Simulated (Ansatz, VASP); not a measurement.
# One calculation of InPd, two programs

The input INCAR:

```
SYSTEM = InPd
ALGO = Fast
EDIFF = 1E-6
ENCUT = 520
GGA = PS
ISIF = 2
ISMEAR = 0
LASPH = .True.
LCHARG = .False.
LREAL = .False.
LWAVE = .False.
NBANDS = 18
NELM = 80
PREC = Accurate
SIGMA = 0.15
```

The input KPOINTS:

```
k-points
0
Gamma
  14 14 14
  0 0 0
```

Contents of POSCAR:

```
InPd
1.0
    3.1329966199      0.0000000000      0.0000000000
    0.0000000000      3.1329966199      0.0000000000
    0.0000000000      0.0000000000      3.4738926252
In Pd
1 1
Direct
   -0.0099348178      0.0000000000      0.0000000000
    0.5107188114      0.5000000000      0.5000000000
```

Input for Ansatz:

```yaml
crystal:
  lattice:
    - [3.1329966199, 0.0, 0.0]
    - [0.0, 3.1329966199, 0.0]
    - [0.0, 0.0, 3.4738926252]
  atoms:
    - { symbol: In, position: [-0.0099348178, 0.0, 0.0] }
    - { symbol: Pd, position: [0.5107188114, 0.5, 0.5] }
basis:
  ecutwfc: 420
kpoints:
  mp_grid: { grid: [14, 14, 14] }
hamiltonian:
  xc: pbesol
scf:
  occupations: { method: gaussian, width: 0.15 }
output:
  forces: true
  stress: true
  eigenvalues: true
```

Change from the starting cell: mode 4 frozen in at -0.035 Å, strain +e along z and -e/2 along x and y +0.0700.

Alike in both runs: task single point; functional PBEsol; k mesh 14 × 14 × 14; occupations gaussian, width 0.15 eV; no spin polarisation.

```csv
,VASP,Ansatz
version,VASP 6.6.1,Ansatz 0.2.0
potentials or method,"VASP PAW PBE potentials, release 64 (In_d, Pd), cutoff 520 eV","scalar-relativistic, plane waves, PAW"
valence electrons in the cell,23,31
```

```tsv
	VASP	Ansatz	Ansatz less VASP
gap on the k mesh at the Fermi level (eV)	none	none	-
pressure (GPa)	1.1	0.9	-0.21
traceless stress, the component that is largest in VASP (GPa)	-1.62	-1.63	-0.012
rms of the force components (eV/Å)	0.148	0.146	-0.0023
```

VASP's potentials were made for PBE, not for PBEsol. Atom by atom the forces differ by 0.002 eV/Å (rms over components). A gap of «none» marks a metal or a gap that the smearing closes. With one functional, cell and mesh, what is left measures potentials, basis and numerics. VASP's potentials hold 23 valence electrons a cell and Ansatz's 31, so a difference there can come from the potentials and not from the codes.
